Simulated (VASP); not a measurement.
# Ho2Sb2N in VASP: a series of runs, part 2 of 2

VASP 6.6.1.

### Step 3. Single point, PBE

This run uses another cell than the first one, of 26.45 Å³/atom.

Input file INCAR:

```
ALGO     = Normal         # electronic algorithm
EDIFF    = 1E-6           # SCF threshold, eV
ENCUT    = 600            # plane-wave cutoff, eV
GGA      = PE             # functional
GGA_COMPAT= False        
ISIF     = 2              # what is computed and relaxed
ISMEAR   = 0              # smearing method
LASPH    = True           # aspherical terms in the spheres
LCHARG   = False          # write CHGCAR
LMAXMIX  = 6              # l up to which the mixer works
LREAL    = False          # projectors in reciprocal space
LWAVE    = False          # write WAVECAR
NBANDS   = 24             # bands
NELM     = 200            # most SCF steps
PREC     = Accurate       # precision mode
SIGMA    = 0.2            # smearing width, eV
```

Input file KPOINTS:

```
k-points
0
Gamma
  4 4 3
```

Input file POSCAR:

```
Ho2Sb2N
1.0
    4.5822040748      0.0000000000      0.0000000000
    0.0000000000      4.5822040748      0.0000000000
    0.0000000000      0.0000000000      6.2977155391
Ho Sb N
2 2 1
Direct
    0.5000000000      0.0000000000     -0.0118885480
    0.0000000000      0.5000000000     -0.0118885480
    0.5000000000      0.0000000000      0.4880953761
    0.0000000000      0.5000000000      0.4880953761
    0.0000000000      0.0000000000      0.9869436638
```

Potentials or basis: VASP PAW PBE potentials, release 64 (Ho_3, Sb, N), 4f in core.

Run with:

```console
$ cat potpaw_PBE.64/Ho_3/POTCAR potpaw_PBE.64/Sb/POTCAR potpaw_PBE.64/N/POTCAR > POTCAR
$ mpirun -np 1 vasp_std > vasp.out
```

OUTCAR:

```text
EDIFF = 1E-6
   ENCUT = 600
   GGA = PE
   ISIF = 2
   ISMEAR = 0
   LASPH = True
   LREAL = False
   NELM = 200
   PREC = Accurate

 ion  position               nearest neighbor table
   1  0.500  0.000  0.988-   5 2.29   5 2.29   3 3.15   3 3.15   2 3.24   2 3.24   2 3.24   2 3.24

   2  0.000  0.500  0.988-   5 2.29   5 2.29   4 3.15   4 3.15   1 3.24   1 3.24   1 3.24   1 3.24

   3  0.500  0.000  0.488-   1 3.15   1 3.15   4 3.24   4 3.24   4 3.24   4 3.24
   4  0.000  0.500  0.488-   2 3.15   2 3.15   3 3.24   3 3.24   3 3.24   3 3.24
   5  0.000  0.000  0.987-   1 2.29   2 2.29   2 2.29   1 2.29

  LATTYP: Found a simple tetragonal cell.
 ALAT       =     4.5822040748
 C/A-ratio  =     1.3743856529

  Lattice vectors:

 A1 = (   4.5822040748,   0.0000000000,   0.0000000000)
 A2 = (   0.0000000000,   4.5822040748,   0.0000000000)
 A3 = (   0.0000000000,   0.0000000000,   6.2977155391)

Analysis of symmetry for initial positions (statically):
=====================================================================
 Subroutine PRICEL returns:
 Original cell was already a primitive cell.

 Routine SETGRP: Setting up the symmetry group for a
 simple tetragonal supercell.

 Subroutine GETGRP returns: Found  8 space group operations
 (whereof  8 operations were pure point group operations)
 out of a pool of 16 trial point group operations.

The static configuration has the point symmetry C_4v.

Analysis of symmetry for dynamics (positions and initial velocities):
=====================================================================
 Subroutine PRICEL returns:
 Original cell was already a primitive cell.

 Routine SETGRP: Setting up the symmetry group for a
 simple tetragonal supercell.

 Subroutine GETGRP returns: Found  8 space group operations
 (whereof  8 operations were pure point group operations)
 out of a pool of 16 trial point group operations.

The dynamic configuration has the point symmetry C_4v.

 Subroutine INISYM returns: Found  8 space group operations
 (whereof  8 operations are pure point group operations),
 and found     1 'primitive' translations

----------------------------------------------------------------------------------------

                                     Primitive cell

  volume of cell :     132.2306

  direct lattice vectors                    reciprocal lattice vectors
     4.582204075  0.000000000  0.000000000     0.218235588  0.000000000  0.000000000
     0.000000000  4.582204075  0.000000000     0.000000000  0.218235588  0.000000000
     0.000000000  0.000000000  6.297715539     0.000000000  0.000000000  0.158787737

  length of vectors
     4.582204075  4.582204075  6.297715539     0.218235588  0.218235588  0.158787737

  position of ions in fractional coordinates (direct lattice)
     0.500000000  0.000000000  0.988111452
     0.000000000  0.500000000  0.988111452
     0.500000000  0.000000000  0.488095376
     0.000000000  0.500000000  0.488095376
     0.000000000  0.000000000  0.986943664

  ion indices of the primitive-cell ions
   primitive index   ion index
                 1           1
                 2           2
                 3           3
                 4           4
                 5           5

[... 33 lines left out ...]
  0.500000  0.500000  0.000000      1.000000
  0.000000  0.000000  0.333333      2.000000
  0.250000  0.000000  0.333333      8.000000
  0.500000  0.000000  0.333333      4.000000
  0.250000  0.250000  0.333333      8.000000
  0.500000  0.250000  0.333333      8.000000
  0.500000  0.500000  0.333333      2.000000
   k-points           NKPTS =     12   k-points in BZ     NKDIM =     12   number of bands    NBANDS=     24
   number of dos      NEDOS =    301   number of ions     NIONS =      5
   total plane-waves  NPLWV =  80000
   dimension x,y,z NGX =    40 NGY =   40 NGZ =   50
   dimension x,y,z NGXF=    80 NGYF=   80 NGZF=  100
   ions per type =               2   2   1
   NGX,Y,Z   is equivalent  to a cutoff of  14.51, 14.51, 13.20 a.u.
   NGXF,Y,Z  is equivalent  to a cutoff of  29.02, 29.02, 26.40 a.u.
 SYSTEM =  unknown system
   PREC   = accura    normal or accurate (medium, high low for compatibility)
   ISTART =      0    job   : 0-new  1-cont  2-samecut
   ICHARG =      2    charge: 1-file 2-atom 10-const
   ISPIN  =      1    spin polarized calculation?
   LNONCOLLINEAR =      F non collinear calculations
   LSORBIT =      F    spin-orbit coupling
   LASPH  =      T    aspherical Exc in radial PAW
   ENCUT  =  600.0 eV  44.10 Ry    6.64 a.u.   9.15  9.15 12.58*2*pi/ulx,y,z
   NELM   =    200;   NELMIN=  2; NELMDL= -5     # of ELM steps
   EDIFF  = 0.1E-05   stopping-criterion for ELM
   LREAL  =      F    real-space projection
   EDIFFG = 0.1E-04   stopping-criterion for IOM
   NSW    =      0    number of steps for IOM
   IBRION =     -1    ionic relax: 0-MD 1-quasi-New 2-CG
   NFREE  =      0    steps in history (QN), initial steepest desc. (CG)
   ISIF   =      2    stress and relaxation
   ISYM   =      2    0-nonsym 1-usesym 2-fastsym
   POTIM  = 0.5000    time-step for ionic-motion
   TEBEG  =    0.0;   TEEND  =   0.0 temperature during run
   PSTRESS=    0.0 pullay stress
   NELECT =      33.0000    total number of electrons
   NUPDOWN=      -1.0000    fix difference up-down
   EMIN   =  10.00;   EMAX   =-10.00  energy-range for DOS
   EFERMI =   0.00;   METHOD = LEGACY
   ISMEAR =     0;   SIGMA  =   0.20  broadening in eV -4-tet -1-fermi 0-gaus
   EFERMI_NEDOS =   21; number of points for ismear=-14 and -15
   IALGO  =     38    algorithm
   IMIX   =      4    mixing-type and parameters
     AMIX     =   0.40;   BMIX     =  1.00
     AMIX_MAG =   1.60;   BMIX_MAG =  1.00
  volume/ion in A,a.u.               =      26.45       178.47
  Fermi-wavevector in a.u.,A,eV,Ry     =   1.030708  1.947755 14.454263  1.062358
  Thomas-Fermi vector in A             =   2.164819
   LORBIT       =      0    0 simple, 1 ext, 2 COOP (PROOUT), +10 PAW based schemes
   GGA     = PE    functional components
   LHFCALC =     F    Hartree Fock is set to
   AEXX    =    0.0000 exact exchange contribution
   IVDW    =     0    specifies the selected vdW correction
   LEPSILON=     F    determine dielectric tensor
   LRPA    =     F    only Hartree local field effects (RPA)
 non-spin polarized calculation
 Gauss-broadening in eV      SIGMA  =   0.20
  energy-cutoff  :      600.00
  volume of cell :      132.23
 maximum number of plane-waves:      4432
 NGX is ok and might be reduce to    40
   NGX = 19   NGY = 19   NGZ = 25

 number of electron      33.0000002 magnetization

 Free energy of the ion-electron system (eV)
  ---------------------------------------------------
  ext. energy  EPLUGINS =         0.00000000
  ---------------------------------------------------
  free energy    TOTEN  =       -27.63756034 eV

  energy without entropy =      -27.60805067  energy(sigma->0) =      -27.62280550

 E-fermi :   4.2620     XC(G=0):  -9.6604

 val. band max:        4.1811091103   @ k =   0.2500   0.2500   0.0000
 cond. band min:       4.3661242747   @ k =   0.5000   0.0000   0.0000
 fundamental gap:      0.1850151644
 Fermi energy:         4.2619564372

 k-point     1 :       0.0000    0.0000    0.0000
  band No.  band energies     occupation
      1     -19.6696      2.00000
      2     -19.6696      2.00000
      3     -19.3913      2.00000
      4     -19.2226      2.00000
      5     -18.9204      2.00000
      6     -18.9204      2.00000
[... 313 lines left out ...]
     23       8.9475      0.00000
     24       9.9660      0.00000

------------------------ aborting loop because EDIFF is reached ----------------------------------------

  FORCE on cell =-STRESS in cart. coord.  units (eV):
  Direction    XX          YY          ZZ          XY          YZ          ZX
  --------------------------------------------------------------------------------------
  -------------------------------------------------------------------------------------
  Total        0.0211527      0.0211527      0.0678854      0.0000000      0.0000000      0.0000000
  in kB        0.2562977      0.2562977      0.8225367      0.0000000      0.0000000      0.0000000
  external PRESSURE =       0.4450440 kB  Pullay stress =       0.0000000 kB

 VOLUME and BASIS-vectors are now :
 -----------------------------------------------------------------------------
  energy-cutoff  :      600.00
  volume of cell :      132.23
      direct lattice vectors                 reciprocal lattice vectors
     4.582204075  0.000000000  0.000000000     0.218235588  0.000000000  0.000000000
     0.000000000  4.582204075  0.000000000     0.000000000  0.218235588  0.000000000
     0.000000000  0.000000000  6.297715539     0.000000000  0.000000000  0.158787737

 POSITION                                       TOTAL-FORCE (eV/Angst)
 -----------------------------------------------------------------------------------
      2.29110      0.00000      6.22284        -0.000000      0.000000     -0.003079
      0.00000      2.29110      6.22284        -0.000000     -0.000000     -0.003079
      2.29110      0.00000      3.07389        -0.000000      0.000000     -0.002928
      0.00000      2.29110      3.07389        -0.000000      0.000000     -0.002928
      0.00000      0.00000      6.21549         0.000000      0.000000      0.012013
 -----------------------------------------------------------------------------------
    total drift:                               -0.000000     -0.000000     -0.000055

  FREE ENERGIE OF THE ION-ELECTRON SYSTEM (eV)
  ---------------------------------------------------
  free  energy   TOTEN  =       -27.6375603419 eV

  energy  without entropy=      -27.6080506651  energy(sigma->0) =      -27.62280550
```

Wall time 56 s (1 thread of Intel Xeon Platinum 8488C (Sapphire Rapids), shared host); peak memory 0.28 GiB.

What came out:

- Free energy: -27.6376 eV
- Pressure: 0.0 GPa
- Largest force: 0.012 eV/Å
- Band gap on the k mesh: zero (an odd number of electrons rules out a gap without spin polarisation)

Forces on the atoms (eV/Å):
```
Ho   0.000  0.000 -0.003
Ho   0.000  0.000 -0.003
Sb   0.000  0.000 -0.003
Sb   0.000  0.000 -0.003
N    0.000  0.000  0.012
```

Caveat: spin-orbit coupling is left out, which moves the levels of the heavy elements; the 4f electrons are frozen in the core, so they carry no moment and show no levels; the run has no spin polarisation, though such a crystal can be magnetic. Spin polarisation is off, so any magnetic state and its effect on volume and gap are missing.

### Step 4. Relaxation of cell and atoms, PBE

This run uses another cell than the first one, of 28.93 Å³/atom.

Input file INCAR:

```
SYSTEM = Ho2Sb2N
PREC = Accurate
ENCUT = 600
EDIFF = 1E-7
ISMEAR = 0
SIGMA = 0.2
LREAL = .False.
LASPH = .True.
NELM = 200
ALGO = Normal
ISIF = 3
LWAVE = .False.
LCHARG = .False.
GGA = PE
IBRION = 2
NSW = 36
EDIFFG = -0.08
GGA_COMPAT = .False.
NELMIN = 4
LMAXMIX = 6
```

Input file KPOINTS:

```
Automatic mesh
0
Gamma
  3 3 3
  0 0 0
```

Input file POSCAR:

```
Ho2Sb2N
1.0
    4.9782899300      0.0000000000      0.0000000000
    0.0000000000      4.9782899300      0.0000000000
    0.0000000000      0.0000000000      5.8360640800
Ho Sb N
2 2 1
Direct
    0.0000000000      0.5000000000      0.0000000000
    0.5000000000      0.0000000000      0.0000000000
    0.5000000000      0.5000000000      0.0000000000
    0.0000000000      0.0000000000      0.5000000000
    0.5000000000      0.5000000000      0.5000000000
```

Run with:

```console
$ cat potpaw_PBE.64/Ho_3/POTCAR potpaw_PBE.64/Sb/POTCAR potpaw_PBE.64/N/POTCAR > POTCAR
$ mpirun -np 1 vasp_std > vasp.out
```

It took 4.3 min on 1 thread of Intel Xeon Platinum 8488C (Sapphire Rapids), shared host; peak memory 0.28 GiB.

The run converged. Its results:

- Free energy: -24.5633 eV
- Relaxed volume: 27.65 Å³/atom
- Relaxed cell: a = 5.757 Å, b = 5.757 Å, c = 4.172 Å, α = 90.00°, β = 90.00°, γ = 90.00°
- Space group after relaxing (to 0.1 Å): P4/mmm (No. 123)
- Energy gained by relaxing: 1495.4 meV/atom
- Ionic steps: 9
- Pressure after relaxing: -0.1 GPa
- Band gap on the k mesh: zero (an odd number of electrons rules out a gap without spin polarisation)

Stress tensor (GPa, compression positive):
```
-0.10  0.00  0.00
 0.00 -0.10  0.00
 0.00  0.00 -0.20
```

The path:
```
step  energy change (eV)  largest force (eV/Å)  pressure (GPa)  volume (Å³)
   1              0.0000                0.0000           12.47       144.64
   2             -5.0154                0.0000           -9.86       188.40
   3             -5.0106                0.0000           -8.61       181.41
   4             -7.2563                0.0000           -2.82       146.86
   5             -7.2670                0.0000           -3.51       148.48
   6             -7.4731                0.0000            0.78       136.29
   7             -7.4756                0.0000            0.29       137.38
   8             -7.4755                0.0000            0.20       137.59
   9             -7.4769                0.0000           -0.13       138.25
```

Final structure:
```
CELL_PARAMETERS angstrom
5.75667 0.00000 0.00000
0.00000 5.75667 0.00000
0.00000 0.00000 4.17182
ATOMIC_POSITIONS crystal
Ho 0.00000 0.50000 0.00000
Ho 0.50000 0.00000 0.00000
Sb 0.50000 0.50000 0.00000
Sb 0.00000 0.00000 0.50000
N 0.50000 0.50000 0.50000
```

Levels at points of the mesh, in eV from the Fermi level:
```
           k point  band 12  band 13  band 14  band 15  band 16  band 17  band 18  band 19  band 20
(0.00, 0.00, 0.00)    -3.36    -0.69    -0.69    -0.21    -0.19     0.13     0.66     1.46     1.96
```

Caveat: the k points lie up to 0.50 Å⁻¹ apart in the final cell, too coarse for converged energies and pressures of a metal; a cell axis changed by over 15 % at a fixed basis, so the end point is rough; spin-orbit coupling is left out, which moves the levels of the heavy elements; the 4f electrons are frozen in the core, so they carry no moment and show no levels; the run has no spin polarisation, though such a crystal can be magnetic.

### Step 5. Single point, PBE

This run uses another cell than the first one, of 37.24 Å³/atom.

Input file INCAR:

```
SYSTEM = Ho2Sb2N
PREC = Accurate
ENCUT = 600
EDIFF = 1E-6
ISMEAR = 0
SIGMA = 0.2
LREAL = .False.
LASPH = .True.
NELM = 200
ALGO = Normal
ISIF = 2
LWAVE = .False.
LCHARG = .False.
GGA = PE
NBANDS = 24
GGA_COMPAT = .False.
LMAXMIX = 6
```

Input file KPOINTS:

```
Automatic mesh
0
Gamma
  4 4 2
  0 0 0
```

Input file POSCAR:

```
Ho2Sb2N
1.0
    4.4473077755      0.0000000000      0.0000000000
    0.0000000000      4.4473077755      0.0000000000
    0.0000000000      0.0000000000      9.4136451139
Ho Sb N
2 2 1
Direct
    0.5000000000      0.5000000000      0.5000000000
    0.0000000000      0.0000000000      0.5000000000
    0.0000000000      0.0000000000      0.7970389841
    0.0000000000      0.0000000000      0.2029610159
    0.0000000000      0.0000000000      0.0000000000
```

Run with:

```console
$ cat potpaw_PBE.64/Ho_3/POTCAR potpaw_PBE.64/Sb/POTCAR potpaw_PBE.64/N/POTCAR > POTCAR
$ mpirun -np 1 vasp_std > vasp.out
```

It took 87 s on 1 thread of Intel Xeon Platinum 8488C (Sapphire Rapids), shared host; peak memory 0.35 GiB.

Results (log left out):

```
Free energy            : -21.4104 eV
Pressure               : 0.3 GPa
Largest force          : 0.216 eV/Å
Band gap on the k mesh : zero (an odd number of electrons rules out a gap without spin polarisation)
```

Forces in eV/Å, atoms in the order of the input:
```
Ho   0.000  0.000  0.000
Ho   0.000  0.000  0.000
Sb   0.000  0.000 -0.216
Sb   0.000  0.000  0.216
N    0.000  0.000  0.000
```

Stress tensor (GPa, compression positive):
```
0.10 0.00 0.00
0.00 0.10 0.00
0.00 0.00 0.79
```

Levels at points of the mesh, in eV from the Fermi level:
| k point | band 13 | band 14 | band 15 | band 16 | band 17 | band 18 | band 19 | band 20 |
| --- | --- | --- | --- | --- | --- | --- | --- | --- |
| (0.00, 0.00, 0.00) | -2.87 | -1.52 | -0.68 | -0.68 | -0.33 | 0.65 | 1.50 | 1.50 |
| (0.50, 0.00, 0.00) | -2.29 | -1.53 | -0.55 | -0.12 | 0.74 | 1.13 | 1.23 | 1.47 |
| (0.50, 0.50, 0.00) | -2.23 | -2.23 | -0.80 | -0.55 | -0.18 | -0.18 | 1.33 | 1.33 |
| (0.00, 0.00, 0.50) | -2.67 | -1.52 | -0.33 | 0.06 | 0.06 | 0.18 | 0.18 | 1.63 |
| (0.50, 0.00, 0.50) | -2.53 | -0.92 | -0.29 | 0.13 | 0.30 | 0.82 | 0.99 | 2.11 |
| (0.50, 0.50, 0.50) | -1.56 | -1.56 | -1.19 | -1.19 | -0.80 | -0.40 | 1.53 | 2.25 |

Caveat: spin-orbit coupling is left out, which moves the levels of the heavy elements; the 4f electrons are frozen in the core, so they carry no moment and show no levels; the run has no spin polarisation, though such a crystal can be magnetic. With open d or f shells a metallic result of PBE can be an artefact of self-interaction; +U or a hybrid may open a gap.

### Step 6. Summary

```csv
task,cell,k mesh,gap on the mesh (eV),pressure (GPa),largest force (eV/Å)
single point,"a = 5.764, b = 5.764, c = 4.146 Å, 5 atoms, atomic positions A",3 × 3 × 3,none,0.2,-
single point,"a = 4.582, b = 4.582, c = 6.298 Å, 5 atoms, atomic positions B",4 × 4 × 3,none,0.0,0.01
relaxation of cell and atoms,"relaxed from a = 4.978, b = 4.978, c = 5.836 Å, 5 atoms, atomic positions A",3 × 3 × 3,none,-0.1,-
single point,"a = 4.447, b = 4.447, c = 9.414 Å, 5 atoms, atomic positions C",4 × 4 × 2,none,0.3,0.22
```

Alike in all rows: level PBE; potentials or basis VASP PAW PBE potentials, release 64 (Ho_3, Sb, N), 4f in core; no spin polarisation; cutoff (eV) 600; smearing gaussian 0.2 eV.

Caveats: some runs use coarse meshes; spin-orbit coupling is left out, which moves the levels of the heavy elements; the 4f electrons are frozen in the core, so they carry no moment and show no levels; the run has no spin polarisation, though such a crystal can be magnetic; a cell axis changed by over 15 % at a fixed basis, so the end point is rough (at least some runs).

Total energies depend on the potentials used, so only differences within one code and one set of settings carry meaning.

The gap in the log of VASP goes by the Fermi energy; the results here count the filled bands.